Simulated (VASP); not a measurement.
CuF3, 4 atoms in the cell. It takes space group Pm-3m (No. 221, cubic). Conventional cell: a = 3.715 Å, b = 3.715 Å, c = 3.715 Å, α = 90.00°, β = 90.00°, γ = 90.00°. Within 2.5 Å of Cu (site symmetry m-3m) lie 6 F at 1.86 Å. F (site symmetry 4/mmm) has 2 Cu at 1.86 Å within 2.5 Å. 

| Quantity | Value |
| --- | --- |
| Program | VASP 6.6.1 |
| Task | density of states |
| Functional | PBE |
| Potentials or basis | VASP PAW PBE potentials, release 64 (Cu, F) |
| Cutoff | 520 eV |
| k mesh | 6 × 6 × 6 |
| Occupations | fermi-dirac, width 0.0484 eV |
| Spin | collinear spin, ferromagnetic start |
| Starting moments | [2.0, 0.0, 0.0, 0.0] μB |
| Hubbard terms | Cu d U = 5.28 eV |
| Dipole correction | no |
| k mesh for the DOS | 9 × 9 × 9 |
| Occupations for the DOS | tetrahedron |
| Further INCAR settings | ALGO = Normal; EDIFF = 1e-06 |

Potentials or basis: VASP PAW PBE potentials, release 64 (Cu, F).

Launch:

```bash
$ cat potpaw_PBE.64/Cu/POTCAR potpaw_PBE.64/F/POTCAR > POTCAR
$ cp INCAR.step1 INCAR
$ cp KPOINTS.step1 KPOINTS
$ mpirun -np 1 vasp_std > vasp.out
$ cp INCAR.step2 INCAR
$ cp KPOINTS.step2 KPOINTS
$ mpirun -np 1 vasp_std > vasp.out
```

Hardware: 1 thread of Intel Xeon 6975P-C, with other jobs on the host.

Problem. Estimate the wall time of this run.

Solution. Wall time 81 s on 1 thread of Intel Xeon 6975P-C, on a shared host, peak memory 0.2 GiB. Counts: k points 35.
